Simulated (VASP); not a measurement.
# Ba7F16 (a cell with a defect) in VASP: single point with PBE

Aim: the single point of Ba7F16 (a cell with a defect) with PBE.

Program: VASP 6.6.1. These are calculated values, not measurements. Logs are shortened: lines on timing, memory, paths and dates and some standing lists are left out, and cuts for length are marked.

## (1) The cell of the first run

The cell holds a defect, 23 atoms: a = 8.805 Å, b = 8.805 Å, c = 8.805 Å, α = 60.00°, β = 60.00°, γ = 60.00°.

## (2) Single point, PBE (atoms taken out, then relaxed in part)

INCAR

```
SYSTEM = Ba7F16
PREC = Accurate
ENCUT = 520
EDIFF = 1E-6
ISMEAR = -1
SIGMA = 0.01
LREAL = .False.
LASPH = .True.
NELM = 120
ALGO = Normal
ISIF = 2
LWAVE = .False.
LCHARG = .True.
GGA = PE
LELF = .True.
LVHAR = .True.
NELECT = 184.0
NBANDS = 108
GGA_COMPAT = .False.
```

KPOINTS

```
regular mesh
0
Gamma
  3 3 3
  0 0 0
```

POSCAR

```
Ba7F16
1.0
    0.0000000000      6.2257308170      6.2257308170
    6.2257308170      0.0000000000      6.2257308170
    6.2257308170      6.2257308170      0.0000000000
Ba F
7 16
Direct
    0.0000000000      0.0000000000      0.5000000000
    0.0000000000      0.5000000000      0.0000000000
    0.0000000000      0.5000000000      0.5000000000
    0.5000000000      0.0000000000      0.0000000000
    0.5000000000      0.0000000000      0.5000000000
    0.5000000000      0.5000000000      0.0000000000
    0.5000000000      0.5000000000      0.5000000000
    0.1380346023      0.1380346023      0.1380346023
    0.1380346023      0.1380346023      0.5858961930
    0.1380346023      0.5858961930      0.1380346023
    0.1352719369      0.6215760210      0.6215760210
    0.5858961930      0.1380346023      0.1380346023
    0.6215760210      0.1352719369      0.6215760210
    0.6215760210      0.6215760210      0.1352719369
    0.6215760210      0.6215760210      0.6215760210
    0.3784239790      0.3784239790      0.3784239790
    0.3784239790      0.3784239790      0.8647280631
    0.3784239790      0.8647280631      0.3784239790
    0.4141038070      0.8619653977      0.8619653977
    0.8647280631      0.3784239790      0.3784239790
    0.8619653977      0.4141038070      0.8619653977
    0.8619653977      0.8619653977      0.4141038070
    0.8619653977      0.8619653977      0.8619653977
```

Potentials or basis: VASP PAW PBE potentials, release 64 (Ba_sv, F).

Command:

```console
> cat potpaw_PBE.64/Ba_sv/POTCAR potpaw_PBE.64/F/POTCAR > POTCAR
> mpirun -np 1 vasp_std > vasp.out
```

OUTCAR:

```text
SYSTEM = Ba7F16
   PREC = Accurate
   ENCUT = 520
   EDIFF = 1E-6
   ISMEAR = -1
   LREAL = .False.
   LASPH = .True.
   NELM = 120
   ISIF = 2
   GGA = PE
   NELECT = 184.0

 ion  position               nearest neighbor table
   1  0.000  0.000  0.500-   9 2.62  22 2.62   8 2.62  23 2.62  18 2.72  20 2.72  11 2.72  13 2.72
                             3 4.40   5 4.40   2 4.40   4 4.40   2 4.40   3 4.40   7 4.40   4 4.40
   2  0.000  0.500  0.000-  10 2.62  21 2.62   8 2.62  23 2.62  17 2.72  20 2.72  11 2.72  14 2.72
                             3 4.40   6 4.40   1 4.40   3 4.40   7 4.40   1 4.40   4 4.40   4 4.40
   3  0.000  0.500  0.500-  21 2.62  22 2.62   9 2.62  10 2.62  11 2.72  20 2.72  16 2.72  15 2.72
                             7 4.40   1 4.40   2 4.40   2 4.40   6 4.40   1 4.40   5 4.40   5 4.40
   4  0.500  0.000  0.000-  12 2.62  19 2.62   8 2.62  23 2.62  17 2.72  18 2.72  13 2.72  14 2.72
                             5 4.40   6 4.40   1 4.40   5 4.40   7 4.40   2 4.40   6 4.40   7 4.40
   5  0.500  0.000  0.500-  19 2.62  22 2.62   9 2.62  12 2.62  13 2.72  18 2.72  16 2.72  15 2.72
                             7 4.40   1 4.40   4 4.40   4 4.40   6 4.40   3 4.40   6 4.40   7 4.40
   6  0.500  0.500  0.000-  19 2.62  21 2.62  10 2.62  12 2.62  14 2.72  17 2.72  16 2.72  15 2.72
                             7 4.40   2 4.40   4 4.40   3 4.40   5 4.40   7 4.40   4 4.40   5 4.40
   7  0.500  0.500  0.500-  15 2.62  16 2.62  14 2.62  11 2.62  13 2.62  17 2.62  18 2.62  20 2.62
                             6 4.40   3 4.40   5 4.40   2 4.40   4 4.40   6 4.40   1 4.40   4 4.40
   8  0.138  0.138  0.138-   1 2.62   2 2.62   4 2.62
   9  0.138  0.138  0.586-   1 2.62   3 2.62   5 2.62
  10  0.138  0.586  0.138-   2 2.62   3 2.62   6 2.62
  11  0.135  0.622  0.622-   7 2.62   3 2.72   1 2.72   2 2.72
  12  0.586  0.138  0.138-   4 2.62   5 2.62   6 2.62
  13  0.622  0.135  0.622-   7 2.62   5 2.72   1 2.72   4 2.72
  14  0.622  0.622  0.135-   7 2.62   6 2.72   2 2.72   4 2.72
  15  0.622  0.622  0.622-   7 2.62   5 2.72   6 2.72   3 2.72
  16  0.378  0.378  0.378-   7 2.62   5 2.72   6 2.72   3 2.72
  17  0.378  0.378  0.865-   7 2.62   6 2.72   2 2.72   4 2.72
  18  0.378  0.865  0.378-   7 2.62   5 2.72   1 2.72   4 2.72
  19  0.414  0.862  0.862-   4 2.62   5 2.62   6 2.62
  20  0.865  0.378  0.378-   7 2.62   3 2.72   1 2.72   2 2.72
  21  0.862  0.414  0.862-   2 2.62   3 2.62   6 2.62
  22  0.862  0.862  0.414-   1 2.62   3 2.62   5 2.62
  23  0.862  0.862  0.862-   1 2.62   2 2.62   4 2.62

  LATTYP: Found a face centered cubic cell.
 ALAT       =    12.4514616340

  Lattice vectors:

 A1 = (   0.0000000000,   6.2257308170,   6.2257308170)
 A2 = (   6.2257308170,   0.0000000000,   6.2257308170)
 A3 = (   6.2257308170,   6.2257308170,   0.0000000000)

Analysis of symmetry for initial positions (statically):
=====================================================================
 Subroutine PRICEL returns:
 Original cell was already a primitive cell.

 Routine SETGRP: Setting up the symmetry group for a
 face centered cubic supercell.

 Subroutine GETGRP returns: Found 48 space group operations
 (whereof 48 operations were pure point group operations)
 out of a pool of 48 trial point group operations.

The static configuration has the point symmetry O_h .

Analysis of symmetry for dynamics (positions and initial velocities):
=====================================================================
 Subroutine PRICEL returns:
 Original cell was already a primitive cell.

 Routine SETGRP: Setting up the symmetry group for a
 face centered cubic supercell.

 Subroutine GETGRP returns: Found 48 space group operations
 (whereof 48 operations were pure point group operations)
 out of a pool of 48 trial point group operations.

The dynamic configuration has the point symmetry O_h .

 Subroutine INISYM returns: Found 48 space group operations
 (whereof 48 operations are pure point group operations),
 and found     1 'primitive' translations

----------------------------------------------------------------------------------------

                                     Primitive cell

  volume of cell :     482.6152

  direct lattice vectors                    reciprocal lattice vectors
     0.000000000  6.225730817  6.225730817    -0.080311857  0.080311857  0.080311857
     6.225730817  0.000000000  6.225730817     0.080311857 -0.080311857  0.080311857
     6.225730817  6.225730817  0.000000000     0.080311857  0.080311857 -0.080311857

  length of vectors
     8.804512957  8.804512957  8.804512957     0.139104216  0.139104216  0.139104216

  position of ions in fractional coordinates (direct lattice)
     0.000000000  0.000000000  0.500000000
     0.000000000  0.500000000  0.000000000
     0.000000000  0.500000000  0.500000000
     0.500000000  0.000000000  0.000000000
     0.500000000  0.000000000  0.500000000
     0.500000000  0.500000000  0.000000000
[... 15 lines left out ...]
     0.861965398  0.861965398  0.414103807
     0.861965398  0.861965398  0.861965398

  ion indices of the primitive-cell ions
   primitive index   ion index
                 1           1
                 2           2
                 3           3
                 4           4
                 5           5
                 6           6
[... 15 lines left out ...]
                22          22
                23          23

----------------------------------------------------------------------------------------

 KPOINTS: regular mesh

Automatic generation of k-mesh.
 Grid dimensions read from file:
 generate k-points for:    3    3    3

 Generating k-lattice:

  Cartesian coordinates                     Fractional coordinates (reciprocal lattice)
    -0.026770619  0.026770619  0.026770619     0.333333333  0.000000000  0.000000000
     0.026770619 -0.026770619  0.026770619     0.000000000  0.333333333  0.000000000
     0.026770619  0.026770619 -0.026770619     0.000000000  0.000000000  0.333333333

  Length of vectors
     0.046368072  0.046368072  0.046368072

  Shift w.r.t. Gamma in fractional coordinates (k-lattice)
     0.000000000  0.000000000  0.000000000

 Subroutine IBZKPT returns following result:
 ===========================================

 Found      4 irreducible k-points:

 Following reciprocal coordinates:
            Coordinates               Weight
  0.000000  0.000000  0.000000      1.000000
  0.333333  0.000000  0.000000      8.000000
  0.333333  0.333333  0.000000      6.000000
 -0.333333  0.333333  0.000000     12.000000
   k-points           NKPTS =      4   k-points in BZ     NKDIM =      4   number of bands    NBANDS=    108
   number of dos      NEDOS =    301   number of ions     NIONS =     23
   total plane-waves  NPLWV = 343000
   dimension x,y,z NGX =    70 NGY =   70 NGZ =   70
   dimension x,y,z NGXF=   140 NGYF=  140 NGZF=  140
   ions per type =               7  16
   NGX,Y,Z   is equivalent  to a cutoff of  13.22, 13.22, 13.22 a.u.
   NGXF,Y,Z  is equivalent  to a cutoff of  26.43, 26.43, 26.43 a.u.
 SYSTEM =  Ba7F16
   PREC   = accura    normal or accurate (medium, high low for compatibility)
   ISTART =      0    job   : 0-new  1-cont  2-samecut
   ICHARG =      2    charge: 1-file 2-atom 10-const
   ISPIN  =      1    spin polarized calculation?
   LNONCOLLINEAR =      F non collinear calculations
   LSORBIT =      F    spin-orbit coupling
   LASPH  =      T    aspherical Exc in radial PAW
   ENCUT  =  520.0 eV  38.22 Ry    6.18 a.u.  16.37 16.37 16.37*2*pi/ulx,y,z
   NELM   =    120;   NELMIN=  2; NELMDL= -5     # of ELM steps
   EDIFF  = 0.1E-05   stopping-criterion for ELM
   LREAL  =      F    real-space projection
   EDIFFG = 0.1E-04   stopping-criterion for IOM
   NSW    =      0    number of steps for IOM
   IBRION =     -1    ionic relax: 0-MD 1-quasi-New 2-CG
   NFREE  =      0    steps in history (QN), initial steepest desc. (CG)
   ISIF   =      2    stress and relaxation
   ISYM   =      2    0-nonsym 1-usesym 2-fastsym
   POTIM  = 0.5000    time-step for ionic-motion
   TEBEG  =    0.0;   TEEND  =   0.0 temperature during run
   PSTRESS=    0.0 pullay stress
   NELECT =     184.0000    total number of electrons
   NUPDOWN=      -1.0000    fix difference up-down
   EMIN   =  10.00;   EMAX   =-10.00  energy-range for DOS
   EFERMI =   0.00;   METHOD = LEGACY
   ISMEAR =    -1;   SIGMA  =   0.01  broadening in eV -4-tet -1-fermi 0-gaus
   EFERMI_NEDOS =   21; number of points for ismear=-14 and -15
   IALGO  =     38    algorithm
   IMIX   =      4    mixing-type and parameters
     AMIX     =   0.40;   BMIX     =  1.00
     AMIX_MAG =   1.60;   BMIX_MAG =  1.00
  volume/ion in A,a.u.               =      20.98       141.60
  Fermi-wavevector in a.u.,A,eV,Ry     =   1.187081  2.243258 19.172811  1.409162
  Thomas-Fermi vector in A             =   2.323240
   LORBIT       =      0    0 simple, 1 ext, 2 COOP (PROOUT), +10 PAW based schemes
   GGA     = PE    functional components
   LHFCALC =     F    Hartree Fock is set to
   AEXX    =    0.0000 exact exchange contribution
   IVDW    =     0    specifies the selected vdW correction
   LEPSILON=     F    determine dielectric tensor
   LRPA    =     F    only Hartree local field effects (RPA)
 non-spin polarized calculation
  energy-cutoff  :      520.00
  volume of cell :      482.62
 maximum number of plane-waves:     13027
 NGX is ok and might be reduce to    70
   NGX = 33   NGY = 33   NGZ = 33

 number of electron     183.9999978 magnetization

 Free energy of the ion-electron system (eV)
  ---------------------------------------------------
  ext. energy  EPLUGINS =         0.00000000
  ---------------------------------------------------
  free energy    TOTEN  =      -127.09845806 eV

  energy without entropy =     -127.09845806  energy(sigma->0) =     -127.09845806

 E-fermi :  -2.1257     XC(G=0):  -8.2924

 val. band max:       -2.4396070896   @ k =  -0.3333   0.3333   0.0000
 cond. band min:       3.9823184244   @ k =   0.0000   0.0000   0.0000
 fundamental gap:      6.4219255140
 Fermi energy:        -2.1256680722

 k-point     1 :       0.0000    0.0000    0.0000
  band No.  band energies     occupation
      1     -25.9303      2.00000
      2     -25.7290      2.00000
      3     -25.7290      2.00000
      4     -25.7290      2.00000
      5     -25.7138      2.00000
      6     -25.6523      2.00000
[... 96 lines left out ...]
    103       6.3343      0.00000
    104       6.4731      0.00000

 k-point     2 :       0.3333    0.0000    0.0000
  band No.  band energies     occupation
      1     -25.8866      2.00000
      2     -25.7752      2.00000
      3     -25.7171      2.00000
      4     -25.7105      2.00000
      5     -25.7105      2.00000
      6     -25.6721      2.00000
[... 96 lines left out ...]
    103       6.4445      0.00000
    104       6.4841      0.00000

 k-point     3 :       0.3333    0.3333    0.0000
  band No.  band energies     occupation
      1     -25.8702      2.00000
      2     -25.7499      2.00000
      3     -25.7302      2.00000
      4     -25.7297      2.00000
      5     -25.7297      2.00000
      6     -25.6848      2.00000
[... 96 lines left out ...]
    103       6.4191      0.00000
    104       6.4192      0.00000

 k-point     4 :      -0.3333    0.3333    0.0000
  band No.  band energies     occupation
      1     -25.8315      2.00000
      2     -25.7872      2.00000
      3     -25.7672      2.00000
      4     -25.7111      2.00000
      5     -25.7020      2.00000
      6     -25.6788      2.00000
[... 96 lines left out ...]
    103       6.4380      0.00000
    104       6.6435      0.00000
 [bands above 104 left out]

------------------------ aborting loop because EDIFF is reached ----------------------------------------

  FORCE on cell =-STRESS in cart. coord.  units (eV):
  Direction    XX          YY          ZZ          XY          YZ          ZX
  --------------------------------------------------------------------------------------
  -------------------------------------------------------------------------------------
  Total       16.2085533     16.2085533     16.2085533      0.0000000     -0.0000000      0.0000000
  in kB       53.8088638     53.8088638     53.8088638      0.0000000     -0.0000000      0.0000000
  external PRESSURE =      53.8088638 kB  Pullay stress =       0.0000000 kB

 VOLUME and BASIS-vectors are now :
 -----------------------------------------------------------------------------
  energy-cutoff  :      520.00
  volume of cell :      482.62
      direct lattice vectors                 reciprocal lattice vectors
     0.000000000  6.225730817  6.225730817    -0.080311857  0.080311857  0.080311857
     6.225730817  0.000000000  6.225730817     0.080311857 -0.080311857  0.080311857
     6.225730817  6.225730817  0.000000000     0.080311857  0.080311857 -0.080311857

 POSITION                                       TOTAL-FORCE (eV/Angst)
 -----------------------------------------------------------------------------------
      3.11287      3.11287      0.00000         0.000000     -0.000000     -0.000000
      3.11287      0.00000      3.11287         0.000000     -0.000000      0.000000
      6.22573      3.11287      3.11287         0.000000     -0.000000     -0.000000
      0.00000      3.11287      3.11287         0.000000     -0.000000     -0.000000
      3.11287      6.22573      3.11287         0.000000     -0.000000      0.000000
      3.11287      3.11287      6.22573         0.000000     -0.000000      0.000000
[... 15 lines left out ...]
      7.94446      7.94446     10.73273        -0.007093     -0.007093      0.007093
     10.73273     10.73273     10.73273         0.007093      0.007093      0.007093
 -----------------------------------------------------------------------------------
    total drift:                                0.000000      0.000000      0.000000

  FREE ENERGIE OF THE ION-ELECTRON SYSTEM (eV)
  ---------------------------------------------------
  free  energy   TOTEN  =      -127.0984580623 eV

  energy  without entropy=     -127.0984580623  energy(sigma->0) =     -127.09845806
```

Wall time 21 min (1 thread of Intel Xeon 8259CL, shared host); peak memory 0.76 GiB.

Results:

```
Free energy   : -127.0985 eV
Largest force : 0.024 eV/Å
```

Forces on the atoms (eV/Å):
```
Ba   0.000  0.000  0.000
Ba   0.000  0.000  0.000
Ba   0.000  0.000  0.000
Ba   0.000  0.000  0.000
Ba   0.000  0.000  0.000
Ba   0.000  0.000  0.000
Ba   0.000  0.000  0.000
F   -0.007 -0.007 -0.007
F    0.007  0.007 -0.007
F    0.007 -0.007  0.007
F    0.014 -0.014 -0.014
F   -0.007  0.007  0.007
F   -0.014  0.014 -0.014
F   -0.014 -0.014  0.014
F    0.014  0.014  0.014
F   -0.014 -0.014 -0.014
F    0.014  0.014 -0.014
F    0.014 -0.014  0.014
F    0.007 -0.007 -0.007
F   -0.014  0.014  0.014
F   -0.007  0.007 -0.007
F   -0.007 -0.007  0.007
F    0.007  0.007  0.007
```

Levels at points of the mesh, in eV from the Fermi level:
```tsv
k point	band 89	band 90	band 91	band 92	band 93	band 94	band 95	band 96
(0.00, 0.00, 0.00)	-0.35	-0.33	-0.33	-0.33	6.11	6.73	6.73	7.24
```

Caveat: the cell carries a net charge on a neutralising background, which shifts energy and pressure; the cell differs from its parent crystal (atoms taken out, then relaxed in part); the cell is charged against a uniform background, so pressure and absolute levels hang on convention; spin-orbit coupling is left out, which moves the levels of the heavy elements.
